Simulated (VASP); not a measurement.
Runs of VASP 6.6.1 on TiSi. The structure is that of space group Cmmm (No. 65), or close to it. The cells are those of the table. 

| cell | gap on the mesh (eV) | pressure (GPa) |
| --- | --- | --- |
| a = 2.748, b = 2.748, c = 3.747 Å, angles 90.0, 90.0, 98.8°, 2 atoms | none | (a) |
| a = 2.706, b = 2.706, c = 3.918 Å, angles 90.0, 90.0, 98.8°, 2 atoms | none | -1.0 |
| a = 2.706, b = 2.706, c = 3.747 Å, angles 90.0, 90.0, 98.8°, 2 atoms | none | 6.9 |
| a = 2.748, b = 2.748, c = 3.690 Å, angles 90.0, 90.0, 98.8°, 2 atoms | none | 4.9 |
| a = 2.706, b = 2.706, c = 3.690 Å, angles 90.0, 90.0, 98.8°, 2 atoms | none | (b) |
| a = 2.706, b = 2.706, c = 3.861 Å, angles 90.0, 90.0, 98.8°, 2 atoms | none | 1.4 |
| a = 2.706, b = 2.706, c = 3.804 Å, angles 90.0, 90.0, 98.8°, 2 atoms | none | 4.0 |

Alike in all rows: task single point; level PBEsol; potentials or basis VASP PAW PBE potentials, release 64 (Ti_sv, Si); no spin polarisation; k mesh 18 × 18 × 12; cutoff (eV) 520; smearing gaussian 0.15 eV.

Question: Estimate the missing entries.

Answer: (a) 2.1; (b) 10.0.

Caveats: the PAW data sets were made with another functional, which shifts forces and pressure a little; the cell stands under pressure (at least some runs); the stress differs along the axes, from -5 to 2 GPa (at least some runs); the stress differs along the axes, from 2 to 8 GPa (at least some runs); the stress differs along the axes, from 7 to 12 GPa (at least some runs); the stress differs along the axes, from -1 to 4 GPa (at least some runs).

A gap of «none» marks levels without a gap at the run's occupations.
